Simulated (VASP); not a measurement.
Write the native input for VASP 6.6.1 that does the following.

```yaml
Task: single point
Functional: PBE
Potentials_or_basis: VASP PAW PBE potentials, release 64 (Sb, As)
Cutoff: 520 eV
k_mesh: 12 × 12 × 12
Occupations: gaussian, width 0.1 eV
Spin: no spin polarisation
Dipole_correction: no
Further_INCAR_settings: ALGO = Normal; EDIFF = 1e-06; NBANDS = 14
```

The structure of SbAs2 lies in POSCAR:

```
SbAs2
1.0
    0.0000000000      3.3930337152      3.3930337152
    3.3930337152      0.0000000000      3.3930337152
    3.3930337152      3.3930337152      0.0000000000
Sb As
1 2
Direct
    0.0000000000      0.0000000000      0.0000000000
    0.2500000000      0.2500000000      0.2500000000
    0.7500000000      0.7500000000      0.7500000000
```

These files were run (other wordings do the same):

INCAR

```
  PREC = Accurate
  ENCUT = 520
  EDIFF = 1E-6
  ISMEAR = 0
  SIGMA = 0.1
  LREAL = False
  LASPH = True
  NELM = 80
  ALGO = Normal
  ISIF = 2
  LWAVE = False
  LCHARG = False
  GGA = PE
  NBANDS = 14
```

KPOINTS

```
regular mesh
0
Gamma
  12 12 12
```

Potentials or basis: VASP PAW PBE potentials, release 64 (Sb, As).

The run is started by

```console
$ cat potpaw_PBE.64/Sb/POTCAR potpaw_PBE.64/As/POTCAR > POTCAR
$ mpirun -np 1 vasp_std > vasp.out
```

It gave:

```yaml
Pressure: 0.0 GPa
```

It took 63 s on 1 thread of Intel(R) Xeon(R) Platinum 8259CL CPU @ 2.50GHz (Skylake/Cascade Lake) (shared host), peak memory 0.25 GiB.
